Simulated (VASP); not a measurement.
# As (I4_1/amd) in VASP: single point with PBE

Aim: the single point of As with PBE.

Program: VASP 6.6.1. These are calculated values, not measurements. Logs are shortened: lines on timing, memory, paths and dates and some standing lists are left out, and cuts for length are marked.

## (1) The cell of the first run

The structure is tetragonal, space group I4_1/amd (No. 141). The conventional cell has a = 5.344 Å, b = 5.344 Å, c = 2.843 Å, α = 90.00°, β = 90.00°, γ = 90.00°. Within 3.6 Å of As (site symmetry -4m2) lie 10 As at 2.76 to 3.42 Å.

## (2) Single point, PBE (20.30 Å³/atom)

POSCAR

```
As
1.0
   -2.6720496982      2.6720496982      1.4212565878
    2.6720496982     -2.6720496982      1.4212565878
    2.6720496982      2.6720496982     -1.4212565878
As
2
Direct
   -0.3750000000     -0.1250000000     -0.2500000000
    0.3750000000      0.1250000000      0.2500000000
```

INCAR.step1

```
SYSTEM = As
PREC = Accurate
ENCUT = 520
EDIFF = 1E-6
ISMEAR = -1
SIGMA = 0.1
LREAL = .FALSE.
LASPH = .TRUE.
NELM = 80
ALGO = Normal
ISIF = 2
LWAVE = .FALSE.
LCHARG = .TRUE.
GGA = PE
NBANDS = 12
```

KPOINTS.step1

```
Automatic mesh
0
G
  17 17 17
  0 0 0
```

INCAR.step2

```
SYSTEM = As
PREC = Accurate
ENCUT = 520
EDIFF = 1E-6
ISMEAR = -5
SIGMA = 0.1
LREAL = .FALSE.
LASPH = .TRUE.
NELM = 80
ALGO = Normal
ISIF = 2
LWAVE = .FALSE.
LCHARG = .FALSE.
GGA = PE
LORBIT = 11
NBANDS = 12
NEDOS = 2001
ICHARG = 11
```

KPOINTS.step2

```
Automatic mesh
0
G
  26 26 26
  0 0 0
```

Potentials or basis: VASP PAW PBE potentials, release 64 (As).

Command:

```console
> cat potpaw_PBE.64/As/POTCAR > POTCAR
> cp INCAR.step1 INCAR
> cp KPOINTS.step1 KPOINTS
> mpirun -np 1 vasp_std > vasp.out
> cp INCAR.step2 INCAR
> cp KPOINTS.step2 KPOINTS
> mpirun -np 1 vasp_std > vasp.out
```

OUTCAR:

```text
SYSTEM = As
   PREC = Accurate
   ENCUT = 520
   EDIFF = 1E-6
   ISMEAR = -5
   LREAL = .FALSE.
   LASPH = .TRUE.
   NELM = 80
   ISIF = 2
   GGA = PE
   LORBIT = 11
   ICHARG = 11

 ion  position               nearest neighbor table
   1  0.625  0.875  0.750-   2 2.76   2 2.76   2 2.76   2 2.76
   2  0.375  0.125  0.250-   1 2.76   1 2.76   1 2.76   1 2.76

  LATTYP: Found a body centered tetragonal cell.
 ALAT       =     5.3440993964
 C/A-ratio  =     0.5318975125

  Lattice vectors:

 A1 = (  -2.6720496982,   2.6720496982,   1.4212565878)
 A2 = (   2.6720496982,  -2.6720496982,   1.4212565878)
 A3 = (   2.6720496982,   2.6720496982,  -1.4212565878)

Analysis of symmetry for initial positions (statically):
=====================================================================
 Subroutine PRICEL returns:
 Original cell was already a primitive cell.

 Routine SETGRP: Setting up the symmetry group for a
 body centered tetragonal supercell.

 Subroutine GETGRP returns: Found 16 space group operations
 (whereof  4 operations were pure point group operations)
 out of a pool of 16 trial point group operations.

The static configuration has the point symmetry C_2h.
 The point group associated with its full space group is D_4h.

Analysis of symmetry for dynamics (positions and initial velocities):
=====================================================================
 Subroutine PRICEL returns:
 Original cell was already a primitive cell.

 Routine SETGRP: Setting up the symmetry group for a
 body centered tetragonal supercell.

 Subroutine GETGRP returns: Found 16 space group operations
 (whereof  4 operations were pure point group operations)
 out of a pool of 16 trial point group operations.

The dynamic configuration has the point symmetry C_2h.
 The point group associated with its full space group is D_4h.

 Subroutine INISYM returns: Found 16 space group operations
 (whereof  4 operations are pure point group operations),
 and found     1 'primitive' translations

----------------------------------------------------------------------------------------

                                     Primitive cell

  volume of cell :      40.5902

  direct lattice vectors                    reciprocal lattice vectors
    -2.672049698  2.672049698  1.421256588     0.000000000  0.187122268  0.351801360
     2.672049698 -2.672049698  1.421256588     0.187122268  0.000000000  0.351801360
     2.672049698  2.672049698 -1.421256588     0.187122268  0.187122268  0.000000000

  length of vectors
     4.037284913  4.037284913  4.037284913     0.398470752  0.398470752  0.264630849

  position of ions in fractional coordinates (direct lattice)
     0.625000000  0.875000000  0.750000000
     0.375000000  0.125000000  0.250000000

  ion indices of the primitive-cell ions
[... 99 lines left out ...]
  Fermi-wavevector in a.u.,A,eV,Ry     =   1.026284  1.939396 14.330463  1.053259
  Thomas-Fermi vector in A             =   2.160169
   LORBIT       =     11    0 simple, 1 ext, 2 COOP (PROOUT), +10 PAW based schemes
   GGA     = PE    functional components
   LHFCALC =     F    Hartree Fock is set to
   AEXX    =    0.0000 exact exchange contribution
   IVDW    =     0    specifies the selected vdW correction
   LEPSILON=     F    determine dielectric tensor
   LRPA    =     F    only Hartree local field effects (RPA)
 non-spin polarized calculation
 Fermi weights with tetrahedron method with Bloechl corrections
  energy-cutoff  :      520.00
  volume of cell :       40.59
 maximum number of plane-waves:      1120

 number of electron      10.0000002 magnetization

 Free energy of the ion-electron system (eV)
  ---------------------------------------------------
  ext. energy  EPLUGINS =         0.00000000
  ---------------------------------------------------
  free energy    TOTEN  =        -8.88337173 eV

  energy without entropy =       -8.88337173  energy(sigma->0) =       -8.88337173

 E-fermi :   5.7847     XC(G=0): -10.3874

 val. band max:        5.8395263482   @ k =  -0.1538   0.3462   0.1154
 cond. band min:       5.7294711372   @ k =   0.4615   0.3846   0.0769
 fundamental gap:     -0.1100552109
 Fermi energy:         5.7847200823

 k-point     1 :       0.0000    0.0000    0.0000
  band No.  band energies     occupation
      1      -8.9582      2.00000
      2      -2.3902      2.00000
      3       1.8677      2.00000
      4       1.8677      2.00000
      5       8.5170      0.00000
      6       9.9578      0.00000
      7       9.9578      0.00000
      8      10.6761      0.00000
      9      10.8123      0.00000
     10      15.0748      0.00000
     11      16.0319      0.00000
     12      16.9510      0.00000
[... 331 lines left out ...]
 k-point    24 :       0.3846    0.0385    0.0000
  band No.  band energies     occupation
      1      -5.5502      2.00000
      2      -2.3805      2.00000
      3       1.1615      2.00000
      4       2.4788      2.00000
      5       2.8913      2.00000
      6       6.2943     -0.07370
      7       7.4682      0.00000
      8       8.0921      0.00000
      9      12.1893      0.00000
     10      14.0288      0.00000
     11      15.4162      0.00000
     12      16.5937      0.00000

 [... further k-points ...]

------------------------ aborting loop because EDIFF is reached ----------------------------------------

  FORCE on cell =-STRESS in cart. coord.  units (eV):
  Direction    XX          YY          ZZ          XY          YZ          ZX
  --------------------------------------------------------------------------------------
  -------------------------------------------------------------------------------------
  Total        0.0343178      0.0343178     -0.0290746     -0.0000000      0.0000000     -0.0000000
  in kB        1.3545934      1.3545934     -1.1476313     -0.0000000      0.0000000     -0.0000000
  external PRESSURE =       0.5205185 kB  Pullay stress =       0.0000000 kB

 VOLUME and BASIS-vectors are now :
 -----------------------------------------------------------------------------
  energy-cutoff  :      520.00
  volume of cell :       40.59
      direct lattice vectors                 reciprocal lattice vectors
    -2.672049698  2.672049698  1.421256588     0.000000000  0.187122268  0.351801360
     2.672049698 -2.672049698  1.421256588     0.187122268  0.000000000  0.351801360
     2.672049698  2.672049698 -1.421256588     0.187122268  0.187122268  0.000000000

 POSITION                                       TOTAL-FORCE (eV/Angst)
 -----------------------------------------------------------------------------------
      2.67205      1.33602      1.06594        -0.000000     -0.000000     -0.000000
      0.00000      1.33602      0.35531         0.000000      0.000000      0.000000
 -----------------------------------------------------------------------------------
    total drift:                                0.000000     -0.000000      0.000000

  FREE ENERGIE OF THE ION-ELECTRON SYSTEM (eV)
  ---------------------------------------------------
  free  energy   TOTEN  =        -8.8833717301 eV

  energy  without entropy=       -8.8833717301  energy(sigma->0) =       -8.88337173

 total charge

# of ion       s       p       d       tot
------------------------------------------
    1        1.326   1.263   0.047   2.636
    2        1.326   1.263   0.047   2.636
--------------------------------------------------
tot          2.652   2.527   0.093   5.273
```

OSZICAR.step1:

```text
N       E                     dE             d eps       ncg     rms          rms(c)
DAV:   1     0.245193047700E+02    0.24519E+02   -0.41299E+03  9720   0.695E+02
DAV:   2    -0.755159323589E+01   -0.32071E+02   -0.30599E+02 13476   0.105E+02
DAV:   3    -0.888967418668E+01   -0.13381E+01   -0.13248E+01 12064   0.214E+01
DAV:   4    -0.889534701347E+01   -0.56728E-02   -0.56720E-02 10948   0.158E+00
DAV:   5    -0.889535688747E+01   -0.98740E-05   -0.98743E-05 11824   0.740E-02    0.284E+00
DAV:   6    -0.889685367602E+01   -0.14968E-02   -0.13412E-03 11112   0.260E-01    0.168E+00
DAV:   7    -0.889791578841E+01   -0.10621E-02   -0.31750E-03 11264   0.396E-01    0.766E-02
DAV:   8    -0.889795852661E+01   -0.42738E-04   -0.75585E-05 11900   0.625E-02    0.782E-03
DAV:   9    -0.889796019405E+01   -0.16674E-05   -0.22366E-06 11508   0.110E-02    0.248E-03
DAV:  10    -0.889796003269E+01    0.16136E-06   -0.29677E-07  7036   0.364E-03
   1 F= -.88979600E+01 E0= -.88823359E+01  d E =-.312483E-01
```

Wall time 6.4 min (1 thread of Intel Xeon Platinum 8488C (Sapphire Rapids), shared host); peak memory 0.69 GiB.

What came out:

* Valence electrons inside the program's atomic spheres: As 2.64
